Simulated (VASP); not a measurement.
# Sc (Fm-3m) in VASP: a series of runs

Runs on Sc. Level: LDA. Tasks: single point, relaxation of cell and atoms.

Program: VASP 6.6.1. These are calculated values, not measurements. Logs are shortened: lines on timing, memory, paths and dates and some standing lists are left out, and cuts for length are marked.

### 1 The cell of the first run

Symmetry: Fm-3m, No. 225, cubic system. The conventional cell has a = 4.466 Å, b = 4.466 Å, c = 4.466 Å, α = 90.00°, β = 90.00°, γ = 90.00°. Within 4.2 Å of Sc (site symmetry m-3m) lie 12 Sc at 3.16 Å.

This isn't the form of Sc at room conditions, which is hcp.

### 2 Single point, LDA

The input, INCAR:

```
PREC = Accurate
ENCUT = 500
EDIFF = 1E-6
ISMEAR = 0
SIGMA = 0.1
LREAL = F
LASPH = T
NELM = 120
ALGO = Normal
ISIF = 2
LWAVE = F
LCHARG = F
NBANDS = 12
GGA_COMPAT = F
```

The input, KPOINTS:

```
Automatic mesh
0
Gamma
  8 8 8
```

The input, POSCAR:

```
Sc
1.0
    0.0000000000      2.2330869019      2.2330869019
    2.2330869019      0.0000000000      2.2330869019
    2.2330869019      2.2330869019      0.0000000000
Sc
1
Direct
    0.0000000000      0.0000000000      0.0000000000
```

Potentials or basis: VASP PAW LDA potentials, release 64 (Sc_sv).

The run is started by

```
cat potpaw_LDA.64/Sc_sv/POTCAR > POTCAR
mpirun -np 1 vasp_std > vasp.out
```

OUTCAR:

```text
PREC = Accurate
   ENCUT = 500
   EDIFF = 1E-6
   ISMEAR = 0
   LREAL = F
   LASPH = T
   NELM = 120
   ISIF = 2

 ion  position               nearest neighbor table
   1  0.000  0.000  0.000-

  LATTYP: Found a face centered cubic cell.
 ALAT       =     4.4661738038

  Lattice vectors:

 A1 = (   0.0000000000,   2.2330869019,   2.2330869019)
 A2 = (   2.2330869019,   0.0000000000,   2.2330869019)
 A3 = (   2.2330869019,   2.2330869019,   0.0000000000)

Analysis of symmetry for initial positions (statically):
=====================================================================
 Subroutine PRICEL returns:
 Original cell was already a primitive cell.

 Routine SETGRP: Setting up the symmetry group for a
 face centered cubic supercell.

 Subroutine GETGRP returns: Found 48 space group operations
 (whereof 48 operations were pure point group operations)
 out of a pool of 48 trial point group operations.

The static configuration has the point symmetry O_h .

Analysis of symmetry for dynamics (positions and initial velocities):
=====================================================================
 Subroutine PRICEL returns:
 Original cell was already a primitive cell.

 Routine SETGRP: Setting up the symmetry group for a
 face centered cubic supercell.

 Subroutine GETGRP returns: Found 48 space group operations
 (whereof 48 operations were pure point group operations)
 out of a pool of 48 trial point group operations.

The dynamic configuration has the point symmetry O_h .

 Subroutine INISYM returns: Found 48 space group operations
 (whereof 48 operations are pure point group operations),
 and found     1 'primitive' translations

----------------------------------------------------------------------------------------

                                     Primitive cell

  volume of cell :      22.2714

  direct lattice vectors                    reciprocal lattice vectors
     0.000000000  2.233086902  2.233086902    -0.223905303  0.223905303  0.223905303
     2.233086902  0.000000000  2.233086902     0.223905303 -0.223905303  0.223905303
     2.233086902  2.233086902  0.000000000     0.223905303  0.223905303 -0.223905303

  length of vectors
     3.158061783  3.158061783  3.158061783     0.387815361  0.387815361  0.387815361

  position of ions in fractional coordinates (direct lattice)
     0.000000000  0.000000000  0.000000000

  ion indices of the primitive-cell ions
   primitive index   ion index
                 1           1

----------------------------------------------------------------------------------------

 KPOINTS: Automatic mesh

Automatic generation of k-mesh.
 Grid dimensions read from file:
 generate k-points for:    8    8    8

 Generating k-lattice:

  Cartesian coordinates                     Fractional coordinates (reciprocal lattice)
    -0.027988163  0.027988163  0.027988163     0.125000000  0.000000000  0.000000000
     0.027988163 -0.027988163  0.027988163     0.000000000  0.125000000  0.000000000
     0.027988163  0.027988163 -0.027988163     0.000000000  0.000000000  0.125000000

  Length of vectors
     0.048476920  0.048476920  0.048476920

  Shift w.r.t. Gamma in fractional coordinates (k-lattice)
     0.000000000  0.000000000  0.000000000

 Subroutine IBZKPT returns following result:
 ===========================================

 Found     29 irreducible k-points:

 Following reciprocal coordinates:
            Coordinates               Weight
  0.000000  0.000000  0.000000      1.000000
  0.125000  0.000000  0.000000      8.000000
  0.250000  0.000000  0.000000      8.000000
  0.375000  0.000000  0.000000      8.000000
  0.500000  0.000000  0.000000      4.000000
  0.125000  0.125000  0.000000      6.000000
[... 16 lines left out ...]
  0.500000  0.250000  0.125000     48.000000
 -0.375000  0.250000  0.125000     24.000000
 [... further k-points ...]
   k-points           NKPTS =     29   k-points in BZ     NKDIM =     29   number of bands    NBANDS=     12
   number of dos      NEDOS =    301   number of ions     NIONS =      1
   total plane-waves  NPLWV =  13824
   dimension x,y,z NGX =    24 NGY =   24 NGZ =   24
   dimension x,y,z NGXF=    48 NGYF=   48 NGZF=   48
   ions per type =               1
   NGX,Y,Z   is equivalent  to a cutoff of  12.63, 12.63, 12.63 a.u.
   NGXF,Y,Z  is equivalent  to a cutoff of  25.27, 25.27, 25.27 a.u.
 SYSTEM =  unknown system
   PREC   = accura    normal or accurate (medium, high low for compatibility)
   ISTART =      0    job   : 0-new  1-cont  2-samecut
   ICHARG =      2    charge: 1-file 2-atom 10-const
   ISPIN  =      1    spin polarized calculation?
   LNONCOLLINEAR =      F non collinear calculations
   LSORBIT =      F    spin-orbit coupling
   LASPH  =      T    aspherical Exc in radial PAW
   ENCUT  =  500.0 eV  36.75 Ry    6.06 a.u.   5.76  5.76  5.76*2*pi/ulx,y,z
   NELM   =    120;   NELMIN=  2; NELMDL= -5     # of ELM steps
   EDIFF  = 0.1E-05   stopping-criterion for ELM
   LREAL  =      F    real-space projection
[... 7 lines left out ...]
   TEBEG  =    0.0;   TEEND  =   0.0 temperature during run
   PSTRESS=    0.0 pullay stress
   NELECT =      11.0000    total number of electrons
   NUPDOWN=      -1.0000    fix difference up-down
   EMIN   =  10.00;   EMAX   =-10.00  energy-range for DOS
   EFERMI =   0.00;   METHOD = LEGACY
   ISMEAR =     0;   SIGMA  =   0.10  broadening in eV -4-tet -1-fermi 0-gaus
   EFERMI_NEDOS =   21; number of points for ismear=-14 and -15
   IALGO  =     38    algorithm
   IMIX   =      4    mixing-type and parameters
     AMIX     =   0.40;   BMIX     =  1.00
     AMIX_MAG =   1.60;   BMIX_MAG =  1.00
  volume/ion in A,a.u.               =      22.27       150.29
  Fermi-wavevector in a.u.,A,eV,Ry     =   1.294067  2.445432 22.784445  1.674609
  Thomas-Fermi vector in A             =   2.425673
   LORBIT       =      0    0 simple, 1 ext, 2 COOP (PROOUT), +10 PAW based schemes
   GGA     = CA    functional components
   LHFCALC =     F    Hartree Fock is set to
   AEXX    =    0.0000 exact exchange contribution
   IVDW    =     0    specifies the selected vdW correction
   LEPSILON=     F    determine dielectric tensor
   LRPA    =     F    only Hartree local field effects (RPA)
 non-spin polarized calculation
 Gauss-broadening in eV      SIGMA  =   0.10
  energy-cutoff  :      500.00
  volume of cell :       22.27
 maximum number of plane-waves:       588
   NGX = 11   NGY = 11   NGZ = 11

 number of electron      11.0000004 magnetization

 Free energy of the ion-electron system (eV)
  ---------------------------------------------------
  ext. energy  EPLUGINS =         0.00000000
  ---------------------------------------------------
  free energy    TOTEN  =        -6.68980296 eV

  energy without entropy =       -6.68193279  energy(sigma->0) =       -6.68586787

 E-fermi :   4.1520     XC(G=0): -10.5624

 val. band max:        4.1208565196   @ k =  -0.2500   0.3750   0.1250
 cond. band min:       4.1854021269   @ k =   0.5000   0.2500   0.1250
 fundamental gap:      0.0645456073
 Fermi energy:         4.1519897736

 k-point     1 :       0.0000    0.0000    0.0000
  band No.  band energies     occupation
      1     -44.4232      2.00000
      2     -23.1014      2.00000
      3     -23.1014      2.00000
      4     -23.1014      2.00000
      5      -1.1782      2.00000
      6       5.8041      0.00000
      7       5.8041      0.00000
      8       5.8041      0.00000
      9       7.3762      0.00000
     10       7.3762      0.00000
     11      17.3025      0.00000
     12      21.0385      0.00000

 k-point     2 :       0.1250    0.0000    0.0000
  band No.  band energies     occupation
      1     -44.4091      2.00000
      2     -23.1890      2.00000
      3     -23.1123      2.00000
      4     -23.1123      2.00000
      5      -0.7488      2.00000
      6       5.4970      0.00000
      7       5.9519      0.00000
      8       5.9519      0.00000
      9       7.2813      0.00000
     10       7.2813      0.00000
     11      17.6451      0.00000
     12      18.7737      0.00000

 k-point     3 :       0.2500    0.0000    0.0000
  band No.  band energies     occupation
      1     -44.3749      2.00000
      2     -23.3958      2.00000
      3     -23.1386      2.00000
      4     -23.1386      2.00000
      5       0.3917      2.00000
      6       4.8985      0.00000
      7       6.0339      0.00000
      8       6.0339      0.00000
      9       7.4302      0.00000
     10       7.4302      0.00000
     11      15.5277      0.00000
     12      18.0329      0.00000
[... 286 lines left out ...]
 k-point    23 :       0.5000    0.2500    0.1250
  band No.  band energies     occupation
      1     -44.3216      2.00000
      2     -23.5514      2.00000
      3     -23.3063      2.00000
      4     -23.2053      2.00000
      5       2.5306      2.00000
      6       4.1854      0.63655
      7       4.9710      0.00000
      8       6.5713      0.00000
      9       7.7917      0.00000
     10       9.1050      0.00000
     11      13.2030      0.00000
     12      15.9059      0.00000

 k-point    24 :      -0.3750    0.2500    0.1250
  band No.  band energies     occupation
      1     -44.3101      2.00000
      2     -23.5969      2.00000
      3     -23.3261      2.00000
      4     -23.2227      2.00000
      5       3.1915      2.00000
      6       3.8934      1.99974
      7       5.0095      0.00000
      8       6.4220      0.00000
      9       8.2581      0.00000
     10       9.7595      0.00000
     11      11.5265      0.00000
     12      16.2131      0.00000

 [... further k-points ...]

------------------------ aborting loop because EDIFF is reached ----------------------------------------

  FORCE on cell =-STRESS in cart. coord.  units (eV):
  Direction    XX          YY          ZZ          XY          YZ          ZX
  --------------------------------------------------------------------------------------
  -------------------------------------------------------------------------------------
  Total        0.0084119      0.0084119      0.0084119      0.0000000     -0.0000000      0.0000000
  in kB        0.6051452      0.6051452      0.6051452      0.0000000     -0.0000000      0.0000000
  external PRESSURE =       0.6051452 kB  Pullay stress =       0.0000000 kB

 VOLUME and BASIS-vectors are now :
 -----------------------------------------------------------------------------
  energy-cutoff  :      500.00
  volume of cell :       22.27
      direct lattice vectors                 reciprocal lattice vectors
     0.000000000  2.233086902  2.233086902    -0.223905303  0.223905303  0.223905303
     2.233086902  0.000000000  2.233086902     0.223905303 -0.223905303  0.223905303
     2.233086902  2.233086902  0.000000000     0.223905303  0.223905303 -0.223905303

 POSITION                                       TOTAL-FORCE (eV/Angst)
 -----------------------------------------------------------------------------------
      0.00000      0.00000      0.00000         0.000000      0.000000     -0.000000
 -----------------------------------------------------------------------------------
    total drift:                                0.000000      0.000000     -0.000000

  FREE ENERGIE OF THE ION-ELECTRON SYSTEM (eV)
  ---------------------------------------------------
  free  energy   TOTEN  =        -6.6898029599 eV

  energy  without entropy=       -6.6819327871  energy(sigma->0) =       -6.68586787
```

Wall time 3.3 s (1 thread of Intel Xeon Platinum 8488C (Sapphire Rapids), shared host); peak memory 0.12 GiB.

What came out:

```
Free energy            : -6.6898 eV
Pressure               : 0.1 GPa
Band gap on the k mesh : zero (an odd number of electrons rules out a gap without spin polarisation)
```

### 3 Relaxation of cell and atoms, LDA

This run uses another cell than the first one, of 24.97 Å³/atom.

The input, INCAR:

```
SYSTEM = Sc
ALGO = Normal
EDIFF = 1E-7
EDIFFG = -0.02
ENCUT = 500
GGA = CA
GGA_COMPAT = .False.
IBRION = 2
ISIF = 3
ISMEAR = 0
LASPH = .True.
LCHARG = .False.
LREAL = .False.
LWAVE = .False.
NELM = 120
NELMIN = 4
NSW = 80
PREC = Accurate
SIGMA = 0.1
```

The input, KPOINTS:

```
k-points
0
Gamma
  8 8 8
  0 0 0
```

The input, POSCAR:

```
Sc
1.0
    0.0000000000      2.3200000000      2.3200000000
    2.3200000000      0.0000000000      2.3200000000
    2.3200000000      2.3200000000      0.0000000000
Sc
1
Direct
    0.0000000000      0.0000000000      0.0000000000
```

Potentials or basis: VASP PAW LDA potentials, release 64 (Sc_sv).

The run is started by

```
cat potpaw_LDA.64/Sc_sv/POTCAR > POTCAR
mpirun -np 1 vasp_std > vasp.out
```

Wall time 6.2 s (1 thread of Intel Xeon Platinum 8488C (Sapphire Rapids), shared host); peak memory 0.13 GiB.

It converged, with:

```
Free energy                           : -6.6908 eV
Relaxed volume                        : 22.30 Å³/atom
Relaxed cell                          : a = 3.159 Å, b = 3.159 Å, c = 3.159 Å, α = 60.00°, β = 60.00°, γ = 60.00°
Space group after relaxing (to 0.1 Å) : Fm-3m (No. 225)
Energy gained by relaxing             : 49.6 meV/atom
Ionic steps                           : 3
Pressure after relaxing               : 0.0 GPa
Band gap on the k mesh                : zero (an odd number of electrons rules out a gap without spin polarisation)
```

Step by step:
```
step  energy change (eV)  largest force (eV/Å)  pressure (GPa)  volume (Å³)
   1              0.0000                0.0000           -5.44        24.97
   2             -0.0490                0.0000            0.75        22.03
   3             -0.0496                0.0000            0.01        22.30
```

Final structure:
```
CELL_PARAMETERS angstrom
0.00000 2.23400 2.23400
2.23400 0.00000 2.23400
2.23400 2.23400 0.00000
ATOMIC_POSITIONS crystal
Sc 0.00000 0.00000 0.00000
```

Levels at points of the mesh, in eV from the Fermi level:
```tsv
k point	band 1	band 2	band 3	band 4	band 5	band 6	band 7	band 8	band 9
(0.00, 0.00, 0.00)	-48.58	-27.26	-27.26	-27.26	-5.33	1.65	1.65	1.65	3.22
(0.50, 0.00, 0.00)	-48.48	-27.83	-27.33	-27.33	-1.91	0.52	1.52	1.52	4.26
(0.50, 0.50, 0.00)	-48.45	-27.79	-27.46	-27.46	-1.76	-0.82	2.36	4.25	4.54
```

### 4 Single point, LDA

This run uses another cell than the first one, of 22.39 Å³/atom.

The input, INCAR:

```
SYSTEM = Sc
ALGO = Normal ; EDIFF = 1E-6
ENCUT = 520 ; GGA = CA
ISIF = 2 ; ISMEAR = 0
LASPH = .TRUE. ; LCHARG = .FALSE.
LREAL = .FALSE. ; LWAVE = .FALSE.
NBANDS = 12 ; NELM = 80
PREC = Accurate ; SIGMA = 0.1
```

The input, KPOINTS:

```
k-points
0
G
  9 9 9
  0 0 0
```

The input, POSCAR:

```
Sc
1.0
    0.0000000000      2.2371277716      2.2371277716
    2.2371277716      0.0000000000      2.2371277716
    2.2371277716      2.2371277716      0.0000000000
Sc
1
Direct
    0.0000000000      0.0000000000      0.0000000000
```

The run is started by

```
cat potpaw_LDA.64/Sc_sv/POTCAR > POTCAR
mpirun -np 1 vasp_std > vasp.out
```

It took 10 s on 1 thread of Intel Xeon 8259CL, shared host; peak memory 0.13 GiB.

The run converged. Its results:

| Property | Result |
| --- | --- |
| Free energy | -6.6927 eV |
| Pressure | 0.1 GPa |
| Band gap on the k mesh | zero (an odd number of electrons rules out a gap without spin polarisation) |

Levels at points of the mesh, in eV from the Fermi level:
| k point | band 3 | band 4 | band 5 | band 6 | band 7 | band 8 |
| --- | --- | --- | --- | --- | --- | --- |
| (0.00, 0.00, 0.00) | -27.30 | -27.30 | -5.33 | 1.62 | 1.62 | 1.62 |

### 5 Relaxation of cell and atoms, LDA

The input, INCAR:

```
SYSTEM = Sc
PREC = Accurate
ENCUT = 600
EDIFF = 1E-6
ISMEAR = 0
SIGMA = 0.1
LREAL = .FALSE.
LASPH = .TRUE.
NELM = 60
ALGO = Normal
ISIF = 3
LWAVE = .FALSE.
LCHARG = .FALSE.
GGA = CA
IBRION = 2
NSW = 80
EDIFFG = -0.02
```

The input, KPOINTS:

```
Automatic mesh
0
G
  9 9 9
  0 0 0
```

The input, POSCAR:

```
Sc
1.0
    0.0000000000      2.2330869019      2.2330869019
    2.2330869019      0.0000000000      2.2330869019
    2.2330869019      2.2330869019      0.0000000000
Sc
1
Direct
    0.0000000000      0.0000000000      0.0000000000
```

The run is started by

```
cat potpaw_LDA.64/Sc_sv/POTCAR > POTCAR
mpirun -np 1 vasp_std > vasp.out
```

It took 32 s on 1 thread of Intel Xeon 8259CL, shared host; peak memory 0.14 GiB.

It converged, with:

```
Free energy                           : -6.6927 eV
Relaxed volume                        : 22.47 Å³/atom
Relaxed cell                          : a = 3.167 Å, b = 3.167 Å, c = 3.167 Å, α = 60.00°, β = 60.00°, γ = 60.00°
Space group after relaxing (to 0.1 Å) : Fm-3m (No. 225)
Energy gained by relaxing             : 0.2 meV/atom
Ionic steps                           : 2
Pressure after relaxing               : -0.1 GPa
Band gap on the k mesh                : zero (an odd number of electrons rules out a gap without spin polarisation)
```

Step by step:
```tsv
step	energy change (eV)	largest force (eV/Å)	pressure (GPa)	volume (Å³)
1	0.0000	0.0000	0.44	22.27
2	-0.0002	0.0000	-0.08	22.47
```

Final structure:
```yaml
crystal:
  lattice:
    - [0.00000, 2.23975, 2.23975]
    - [2.23975, 0.00000, 2.23975]
    - [2.23975, 2.23975, 0.00000]
  atoms:
    - { symbol: Sc, position: [0.00000, 0.00000, 0.00000] }
```

Levels at points of the mesh, in eV from the Fermi level:
```
           k point  band 1  band 2  band 3  band 4  band 5  band 6  band 7  band 8  band 9
(0.00, 0.00, 0.00)  -48.63  -27.32  -27.32  -27.32   -5.33    1.61    1.61    1.61    3.17
```

### 6 Overview

```csv
task,cell,k mesh,cutoff (eV),gap on the mesh (eV),pressure (GPa),relaxed volume (Å³/atom)
single point,"a = 3.158 Å, angles 60.0°, 1 atom",8 × 8 × 8,500,none,0.1,-
relaxation of cell and atoms,"relaxed from a = 3.281 Å, angles 60.0°, 1 atom",8 × 8 × 8,500,none,0.0,22.30
single point,"a = 3.164 Å, angles 60.0°, 1 atom",9 × 9 × 9,520,none,0.1,-
relaxation of cell and atoms,"relaxed from a = 3.158 Å, angles 60.0°, 1 atom",9 × 9 × 9,600,none,-0.1,22.47
```

Alike in all rows: level LDA; potentials or basis VASP PAW LDA potentials, release 64 (Sc_sv); no spin polarisation; smearing gaussian 0.1 eV.

Absolute energies hang on the potentials; compare differences alone.
